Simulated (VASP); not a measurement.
# AlN (P4/nmm) in VASP: a series of runs

The runs below take AlN through single point, with PBEsol.

All numbers are computed with VASP 6.6.1; they aren't measurements. Logs are shortened: lines on timing, memory, paths and dates and some standing lists are left out, and cuts for length are marked.

## (1) The cell of the first run

It takes space group P4/nmm (No. 129, tetragonal). The conventional cell has a = 2.860 Å, b = 2.860 Å, c = 11.986 Å, α = 90.00°, β = 90.00°, γ = 90.00°. Within 2.5 Å of Al (site symmetry 4mm) lie 6 N at 1.87 to 2.02 Å. Within 2.7 Å of Al (site symmetry 4mm) lie 6 N at 2.02 Å. Al (site symmetry 4mm) has 6 N at 2.02 Å within 2.7 Å. Within 2.5 Å of N (site symmetry 4mm) lie 6 Al at 1.87 to 2.02 Å. N (site symmetry 4mm) has 6 Al at 2.02 Å within 2.7 Å. N (site symmetry 4mm) has 6 Al at 2.02 Å within 2.7 Å.

## (2) Single point, PBEsol

The input, INCAR:

```
SYSTEM = AlN
PREC = Accurate ; ENCUT = 520
EDIFF = 1E-6 ; ISMEAR = 0
SIGMA = 0.05 ; LREAL = .FALSE.
LASPH = .TRUE. ; NELM = 60
ALGO = Normal ; ISIF = 2
LWAVE = .FALSE. ; LCHARG = .FALSE.
GGA = PS ; NBANDS = 36
```

The input, KPOINTS:

```
Automatic mesh
0
G
  8 8 2
  0 0 0
```

The input, POSCAR:

```
AlN
1.0
   -2.0226209166     -2.0226209166      0.0000000000
    2.0226209166     -2.0226209166      0.0000000000
    0.0000000000      0.0000000000     11.9857254996
Al N
6 6
Direct
    0.0000000000      0.0000000000      0.0843593653
    0.5000000000      0.5000000000      0.2531118465
    0.0000000000      0.0000000000      0.4218643277
    0.5000000000      0.5000000000      0.5906168088
    0.0000000000      0.0000000000      0.7593692900
    0.5000000000      0.5000000000      0.9281217712
    0.5000000000      0.5000000000      0.0843593653
    0.0000000000      0.0000000000      0.2531118465
    0.5000000000      0.5000000000      0.4218643277
    0.0000000000      0.0000000000      0.5906168088
    0.5000000000      0.5000000000      0.7593692900
    0.0000000000      0.0000000000      0.9281217712
```

Potentials or basis: VASP PAW PBE potentials, release 64 (Al, N).

Command:

```bash
cat potpaw_PBE.64/Al/POTCAR potpaw_PBE.64/N/POTCAR > POTCAR
mpirun -np 1 vasp_std > vasp.out
```

OUTCAR:

```text
SYSTEM = AlN
   PREC = Accurate
   ENCUT = 520
   EDIFF = 1E-6
   ISMEAR = 0
   LREAL = .FALSE.
   LASPH = .TRUE.
   NELM = 60
   ISIF = 2
   GGA = PS

 ion  position               nearest neighbor table
   1  0.000  0.000  0.084-  12 1.87   7 2.02   7 2.02   7 2.02   7 2.02   8 2.02   6 2.76   6 2.76
                             6 2.76   6 2.76   2 2.86   2 2.86   2 2.86   2 2.86
   2  0.500  0.500  0.253-   8 2.02   8 2.02   8 2.02   8 2.02   7 2.02   9 2.02   1 2.86   1 2.86
                             1 2.86   1 2.86   3 2.86   3 2.86   3 2.86   3 2.86
   3  0.000  0.000  0.422-  10 2.02   9 2.02   9 2.02   9 2.02   9 2.02   8 2.02   4 2.86   4 2.86
                             4 2.86   4 2.86   2 2.86   2 2.86   2 2.86   2 2.86
   4  0.500  0.500  0.591-   9 2.02  10 2.02  10 2.02  10 2.02  10 2.02  11 2.02   3 2.86   3 2.86
                             3 2.86   3 2.86   5 2.86   5 2.86   5 2.86   5 2.86
   5  0.000  0.000  0.759-  11 2.02  11 2.02  11 2.02  11 2.02  12 2.02  10 2.02   6 2.86   6 2.86
                             6 2.86   6 2.86   4 2.86   4 2.86   4 2.86   4 2.86
   6  0.500  0.500  0.928-   7 1.87  12 2.02  12 2.02  12 2.02  12 2.02  11 2.02   1 2.76   1 2.76
                             1 2.76   1 2.76   5 2.86   5 2.86   5 2.86   5 2.86
   7  0.500  0.500  0.084-   6 1.87   1 2.02   1 2.02   1 2.02   1 2.02   2 2.02
   8  0.000  0.000  0.253-   2 2.02   2 2.02   2 2.02   2 2.02   1 2.02   3 2.02
   9  0.500  0.500  0.422-   4 2.02   3 2.02   3 2.02   3 2.02   3 2.02   2 2.02
  10  0.000  0.000  0.591-   3 2.02   4 2.02   4 2.02   4 2.02   4 2.02   5 2.02
  11  0.500  0.500  0.759-   5 2.02   5 2.02   5 2.02   5 2.02   6 2.02   4 2.02
  12  0.000  0.000  0.928-   1 1.87   6 2.02   6 2.02   6 2.02   6 2.02   5 2.02

  LATTYP: Found a simple tetragonal cell.
 ALAT       =     2.8604179318
 C/A-ratio  =     4.1902007977

  Lattice vectors:

 A1 = (  -2.0226209166,  -2.0226209166,   0.0000000000)
 A2 = (   2.0226209166,  -2.0226209166,   0.0000000000)
 A3 = (   0.0000000000,   0.0000000000,  11.9857254996)

Analysis of symmetry for initial positions (statically):
=====================================================================
 Subroutine PRICEL returns:
 Original cell was already a primitive cell.

 Routine SETGRP: Setting up the symmetry group for a
 simple tetragonal supercell.

 Subroutine GETGRP returns: Found 16 space group operations
 (whereof  8 operations were pure point group operations)
 out of a pool of 16 trial point group operations.

The static configuration has the point symmetry C_4v.
 The point group associated with its full space group is D_4h.

Analysis of symmetry for dynamics (positions and initial velocities):
=====================================================================
 Subroutine PRICEL returns:
 Original cell was already a primitive cell.

 Routine SETGRP: Setting up the symmetry group for a
 simple tetragonal supercell.

 Subroutine GETGRP returns: Found 16 space group operations
 (whereof  8 operations were pure point group operations)
 out of a pool of 16 trial point group operations.

The dynamic configuration has the point symmetry C_4v.
 The point group associated with its full space group is D_4h.

 Subroutine INISYM returns: Found 16 space group operations
 (whereof  8 operations are pure point group operations),
 and found     1 'primitive' translations

----------------------------------------------------------------------------------------

                                     Primitive cell

  volume of cell :      98.0671

  direct lattice vectors                    reciprocal lattice vectors
    -2.022620917 -2.022620917  0.000000000    -0.247204009 -0.247204009  0.000000000
     2.022620917 -2.022620917  0.000000000     0.247204009 -0.247204009  0.000000000
     0.000000000  0.000000000 11.985725500     0.000000000  0.000000000  0.083432580

  length of vectors
     2.860417932  2.860417932 11.985725500     0.349599263  0.349599263  0.083432580

  position of ions in fractional coordinates (direct lattice)
     0.000000000  0.000000000  0.084359365
     0.500000000  0.500000000  0.253111846
     0.000000000  0.000000000  0.421864328
     0.500000000  0.500000000  0.590616809
     0.000000000  0.000000000  0.759369290
     0.500000000  0.500000000  0.928121771
     0.500000000  0.500000000  0.084359365
     0.000000000  0.000000000  0.253111846
     0.500000000  0.500000000  0.421864328
     0.000000000  0.000000000  0.590616809
     0.500000000  0.500000000  0.759369290
     0.000000000  0.000000000  0.928121771

  ion indices of the primitive-cell ions
   primitive index   ion index
                 1           1
                 2           2
                 3           3
                 4           4
                 5           5
                 6           6
                 7           7
                 8           8
                 9           9
                10          10
                11          11
                12          12

----------------------------------------------------------------------------------------

 KPOINTS: Automatic mesh

Automatic generation of k-mesh.
 Grid dimensions read from file:
 generate k-points for:    8    8    2

 Generating k-lattice:

  Cartesian coordinates                     Fractional coordinates (reciprocal lattice)
    -0.030900501 -0.030900501  0.000000000     0.125000000  0.000000000  0.000000000
     0.030900501 -0.030900501  0.000000000     0.000000000  0.125000000  0.000000000
     0.000000000  0.000000000  0.041716290     0.000000000  0.000000000  0.500000000

  Length of vectors
     0.043699908  0.043699908  0.041716290

  Shift w.r.t. Gamma in fractional coordinates (k-lattice)
     0.000000000  0.000000000  0.000000000

 Subroutine IBZKPT returns following result:
 ===========================================

 Found     30 irreducible k-points:

 Following reciprocal coordinates:
            Coordinates               Weight
  0.000000  0.000000  0.000000      1.000000
  0.125000  0.000000  0.000000      4.000000
  0.250000  0.000000  0.000000      4.000000
  0.375000  0.000000  0.000000      4.000000
  0.500000  0.000000  0.000000      2.000000
  0.125000  0.125000  0.000000      4.000000
[... 16 lines left out ...]
  0.375000  0.125000  0.500000      8.000000
  0.500000  0.125000  0.500000      4.000000
 [... further k-points ...]
   k-points           NKPTS =     30   k-points in BZ     NKDIM =     30   number of bands    NBANDS=     36
   number of dos      NEDOS =    301   number of ions     NIONS =     12
   total plane-waves  NPLWV =  51840
   dimension x,y,z NGX =    24 NGY =   24 NGZ =   90
   dimension x,y,z NGXF=    48 NGYF=   48 NGZF=  180
   ions per type =               6   6
   NGX,Y,Z   is equivalent  to a cutoff of  13.95, 13.95, 12.48 a.u.
   NGXF,Y,Z  is equivalent  to a cutoff of  27.90, 27.90, 24.97 a.u.
 SYSTEM =  AlN
   PREC   = accura    normal or accurate (medium, high low for compatibility)
   ISTART =      0    job   : 0-new  1-cont  2-samecut
   ICHARG =      2    charge: 1-file 2-atom 10-const
   ISPIN  =      1    spin polarized calculation?
   LNONCOLLINEAR =      F non collinear calculations
   LSORBIT =      F    spin-orbit coupling
   LASPH  =      T    aspherical Exc in radial PAW
   ENCUT  =  520.0 eV  38.22 Ry    6.18 a.u.   5.32  5.32 22.29*2*pi/ulx,y,z
   NELM   =     60;   NELMIN=  2; NELMDL= -5     # of ELM steps
   EDIFF  = 0.1E-05   stopping-criterion for ELM
   LREAL  =      F    real-space projection
   EDIFFG = 0.1E-04   stopping-criterion for IOM
   NSW    =      0    number of steps for IOM
   IBRION =     -1    ionic relax: 0-MD 1-quasi-New 2-CG
   NFREE  =      0    steps in history (QN), initial steepest desc. (CG)
   ISIF   =      2    stress and relaxation
   ISYM   =      2    0-nonsym 1-usesym 2-fastsym
   POTIM  = 0.5000    time-step for ionic-motion
   TEBEG  =    0.0;   TEEND  =   0.0 temperature during run
   PSTRESS=    0.0 pullay stress
   NELECT =      48.0000    total number of electrons
   NUPDOWN=      -1.0000    fix difference up-down
   EMIN   =  10.00;   EMAX   =-10.00  energy-range for DOS
   EFERMI =   0.00;   METHOD = LEGACY
   ISMEAR =     0;   SIGMA  =   0.05  broadening in eV -4-tet -1-fermi 0-gaus
   EFERMI_NEDOS =   21; number of points for ismear=-14 and -15
   IALGO  =     38    algorithm
   IMIX   =      4    mixing-type and parameters
     AMIX     =   0.40;   BMIX     =  1.00
     AMIX_MAG =   1.60;   BMIX_MAG =  1.00
  volume/ion in A,a.u.               =       8.17        55.15
  Fermi-wavevector in a.u.,A,eV,Ry     =   1.290172  2.438071 22.647479  1.664543
  Thomas-Fermi vector in A             =   2.422019
   LORBIT       =      0    0 simple, 1 ext, 2 COOP (PROOUT), +10 PAW based schemes
   GGA     = PS    functional components
   LHFCALC =     F    Hartree Fock is set to
   AEXX    =    0.0000 exact exchange contribution
   IVDW    =     0    specifies the selected vdW correction
   LEPSILON=     F    determine dielectric tensor
   LRPA    =     F    only Hartree local field effects (RPA)
 non-spin polarized calculation
 Gauss-broadening in eV      SIGMA  =   0.05
  energy-cutoff  :      520.00
  volume of cell :       98.07
 maximum number of plane-waves:      2680
 NGX is ok and might be reduce to    24
   NGX = 11   NGY = 11   NGZ = 45

 number of electron      47.9999992 magnetization

 Free energy of the ion-electron system (eV)
  ---------------------------------------------------
  ext. energy  EPLUGINS =         0.00000000
  ---------------------------------------------------
  free energy    TOTEN  =       -92.51204388 eV

  energy without entropy =      -92.51204388  energy(sigma->0) =      -92.51204388

 E-fermi :  10.3495     XC(G=0): -12.5015

 val. band max:       10.0601483119   @ k =   0.0000   0.0000   0.0000
 cond. band min:      14.6190462833   @ k =   0.0000   0.0000   0.0000
 fundamental gap:      4.5588979714
 Fermi energy:        10.3495498093

 k-point     1 :       0.0000    0.0000    0.0000
  band No.  band energies     occupation
      1      -7.6717      2.00000
      2      -6.9365      2.00000
      3      -6.7515      2.00000
      4      -4.8790      2.00000
      5      -4.7480      2.00000
      6      -3.1954      2.00000
[... 28 lines left out ...]
     35      19.0928      0.00000
     36      22.2195      0.00000

 k-point     2 :       0.1250    0.0000    0.0000
  band No.  band energies     occupation
      1      -7.4565      2.00000
      2      -6.7325      2.00000
      3      -6.5501      2.00000
      4      -4.7322      2.00000
      5      -4.6097      2.00000
      6      -3.1671      2.00000
[... 28 lines left out ...]
     35      19.7251      0.00000
     36      21.0435      0.00000

 k-point     3 :       0.2500    0.0000    0.0000
  band No.  band energies     occupation
      1      -6.8298      2.00000
      2      -6.1469      2.00000
      3      -5.9742      2.00000
      4      -4.3652      2.00000
      5      -4.2770      2.00000
      6      -3.2154      2.00000
[... 28 lines left out ...]
     35      21.1989      0.00000
     36      21.2467      0.00000
[... 742 lines left out ...]
 k-point    23 :       0.3750    0.1250    0.5000
  band No.  band energies     occupation
      1      -5.6074      2.00000
      2      -5.3767      2.00000
      3      -4.5067      2.00000
      4      -4.4230      2.00000
      5      -3.6951      2.00000
      6      -3.6090      2.00000
[... 28 lines left out ...]
     35      20.1386      0.00000
     36      20.1553      0.00000

 k-point    24 :       0.5000    0.1250    0.5000
  band No.  band energies     occupation
      1      -4.5513      2.00000
      2      -4.5513      2.00000
      3      -4.3433      2.00000
      4      -4.3433      2.00000
      5      -4.1193      2.00000
      6      -4.1193      2.00000
[... 28 lines left out ...]
     35      19.8464      0.00000
     36      19.8464      0.00000

 [... further k-points ...]

------------------------ aborting loop because EDIFF is reached ----------------------------------------

  FORCE on cell =-STRESS in cart. coord.  units (eV):
  Direction    XX          YY          ZZ          XY          YZ          ZX
  --------------------------------------------------------------------------------------
  -------------------------------------------------------------------------------------
  Total        1.3174534      1.3174534      5.0144022      0.0000000      0.0000000      0.0000000
  in kB       21.5239774     21.5239774     81.9231111      0.0000000      0.0000000      0.0000000
  external PRESSURE =      41.6570220 kB  Pullay stress =       0.0000000 kB

 VOLUME and BASIS-vectors are now :
 -----------------------------------------------------------------------------
  energy-cutoff  :      520.00
  volume of cell :       98.07
      direct lattice vectors                 reciprocal lattice vectors
    -2.022620917 -2.022620917  0.000000000    -0.247204009 -0.247204009  0.000000000
     2.022620917 -2.022620917  0.000000000     0.247204009 -0.247204009  0.000000000
     0.000000000  0.000000000 11.985725500     0.000000000  0.000000000  0.083432580

 POSITION                                       TOTAL-FORCE (eV/Angst)
 -----------------------------------------------------------------------------------
      0.00000      0.00000      1.01111         0.000000      0.000000      1.307371
      0.00000     -2.02262      3.03373        -0.000000     -0.000000     -0.025531
      0.00000      0.00000      5.05635         0.000000      0.000000     -0.000024
      0.00000     -2.02262      7.07897        -0.000000     -0.000000      0.000024
      0.00000      0.00000      9.10159         0.000000      0.000000      0.025531
      0.00000     -2.02262     11.12421        -0.000000     -0.000000     -1.307371
      0.00000     -2.02262      1.01111        -0.000000      0.000000      1.508372
      0.00000      0.00000      3.03373         0.000000      0.000000     -0.004138
      0.00000     -2.02262      5.05635         0.000000      0.000000     -0.001055
      0.00000      0.00000      7.07897        -0.000000     -0.000000      0.001055
      0.00000     -2.02262      9.10159        -0.000000     -0.000000      0.004138
      0.00000      0.00000     11.12421         0.000000     -0.000000     -1.508372
 -----------------------------------------------------------------------------------
    total drift:                               -0.000000      0.000000     -0.000038

  FREE ENERGIE OF THE ION-ELECTRON SYSTEM (eV)
  ---------------------------------------------------
  free  energy   TOTEN  =       -92.5120438781 eV

  energy  without entropy=      -92.5120438781  energy(sigma->0) =      -92.51204388
```

Wall time 77 s (1 thread of Intel Xeon Platinum 8259CL at 2.50GHz (Skylake/Cascade Lake), shared host); peak memory 0.25 GiB.

What came out:

| Item | Value |
| --- | --- |
| Free energy | -92.5120 eV |
| Pressure | 4.2 GPa |
| Largest force | 1.508 eV/Å |
| Band gap on the k mesh | 4.56 eV |

Forces in eV/Å, atoms in the order of the input:
```
Al   0.000  0.000  1.307
Al   0.000  0.000 -0.026
Al   0.000  0.000  0.000
Al   0.000  0.000  0.000
Al   0.000  0.000  0.026
Al   0.000  0.000 -1.307
N    0.000  0.000  1.508
N    0.000  0.000 -0.004
N    0.000  0.000 -0.001
N    0.000  0.000  0.001
N    0.000  0.000  0.004
N    0.000  0.000 -1.508
```

Levels at points of the mesh, in eV from the valence-band top:
```
           k point  band 21  band 22  band 23  band 24  band 25  band 26  band 27  band 28
(0.00, 0.00, 0.00)    -0.90    -0.11     0.00     0.00     4.56     4.98     5.76     5.92
(0.50, 0.00, 0.00)    -1.16    -1.16    -1.14    -1.14     6.57     6.57     6.69     6.69
(0.50, 0.50, 0.00)    -2.91    -2.91    -2.76    -2.76     4.65     4.65     5.13     5.13
(0.00, 0.00, 0.50)    -0.32    -0.32    -0.24    -0.24     4.94     5.08     5.14     5.35
(0.50, 0.00, 0.50)    -1.14    -1.14    -1.13    -1.13     6.06     6.06     7.74     7.74
(0.50, 0.50, 0.50)    -3.28    -3.28    -3.17    -3.17     5.22     5.22     5.53     5.53
```

Caveat: the PAW data sets were made with another functional, which shifts forces and pressure a little.

## (3) Single point, PBEsol

This run uses another cell than the first one, of 8.44 Å³/atom, 1.033 times its volume.

The input, INCAR:

```
  PREC = Accurate
  ENCUT = 520
  EDIFF = 1E-7
  ISMEAR = 0
  SIGMA = 0.05
  LREAL = False
  LASPH = True
  NELM = 80
  ALGO = Normal
  ISIF = 2
  LWAVE = False
  LCHARG = False
  GGA = PS
  NBANDS = 36
```

The input, KPOINTS:

```
Automatic mesh
0
Gamma
  8 8 2
```

The input, POSCAR:

```
AlN
1.0
   -2.0226209166     -2.0226209166      0.0000000000
    2.0226209166     -2.0226209166      0.0000000000
    0.0000000000      0.0000000000     12.3857254996
Al N
6 6
Direct
    0.0000000000      0.0000000000      0.0816349592
    0.5000000000      0.5000000000      0.2449375382
    0.0000000000      0.0000000000      0.4082401172
    0.5000000000      0.5000000000      0.5715426962
    0.0000000000      0.0000000000      0.7348452751
    0.5000000000      0.5000000000      0.8981478541
    0.5000000000      0.5000000000      0.0816349592
    0.0000000000      0.0000000000      0.2449375382
    0.5000000000      0.5000000000      0.4082401172
    0.0000000000      0.0000000000      0.5715426962
    0.5000000000      0.5000000000      0.7348452751
    0.0000000000      0.0000000000      0.8981478541
```

Potentials or basis: VASP PAW PBE potentials, release 64 (Al, N).

Command:

```bash
cat potpaw_PBE.64/Al/POTCAR potpaw_PBE.64/N/POTCAR > POTCAR
mpirun -np 1 vasp_std > vasp.out
```

Run time: 97 s. Hardware: 1 thread of Intel Xeon Platinum 8259CL at 2.50GHz (Skylake/Cascade Lake), shared host; peak memory 0.25 GiB.

The run converged. Its results:

* Free energy: -92.4617 eV
* Pressure: -3.7 GPa
* Largest force: 0.900 eV/Å
* Band gap on the k mesh: 4.19 eV

Forces in eV/Å, atoms in the order of the input:
```
Al   0.000  0.000 -0.572
Al   0.000  0.000  0.031
Al   0.000  0.000  0.000
Al   0.000  0.000  0.000
Al   0.000  0.000 -0.031
Al   0.000  0.000  0.572
N    0.000  0.000 -0.900
N    0.000  0.000  0.002
N    0.000  0.000  0.002
N    0.000  0.000 -0.002
N    0.000  0.000 -0.002
N    0.000  0.000  0.900
```

Stress tensor (GPa, compression positive):
```
-3.02  0.00  0.00
 0.00 -3.02  0.00
 0.00  0.00 -5.02
```

Levels at points of the mesh, in eV from the valence-band top:
| k point | band 20 | band 21 | band 22 | band 23 | band 24 | band 25 | band 26 | band 27 | band 28 | band 29 |
| --- | --- | --- | --- | --- | --- | --- | --- | --- | --- | --- |
| (0.00, 0.00, 0.00) | -0.83 | -0.83 | -0.08 | -0.08 | 0.00 | 4.48 | 5.22 | 5.22 | 5.89 | 6.05 |
| (0.50, 0.00, 0.00) | -1.16 | -1.13 | -1.13 | -0.98 | -0.98 | 6.21 | 6.21 | 6.56 | 6.56 | 8.23 |
| (0.50, 0.50, 0.00) | -3.45 | -2.96 | -2.96 | -2.66 | -2.66 | 4.19 | 4.19 | 5.09 | 5.09 | 6.31 |
| (0.00, 0.00, 0.50) | -0.64 | -0.39 | -0.39 | -0.26 | -0.26 | 4.82 | 4.93 | 5.35 | 5.59 | 5.64 |
| (0.50, 0.00, 0.50) | -1.14 | -1.13 | -1.13 | -0.98 | -0.98 | 5.78 | 5.78 | 7.59 | 7.59 | 7.67 |
| (0.50, 0.50, 0.50) | -3.37 | -3.18 | -3.18 | -2.82 | -2.82 | 4.63 | 4.63 | 5.21 | 5.21 | 5.92 |

Caveat: the PAW data sets were made with another functional, which shifts forces and pressure a little.
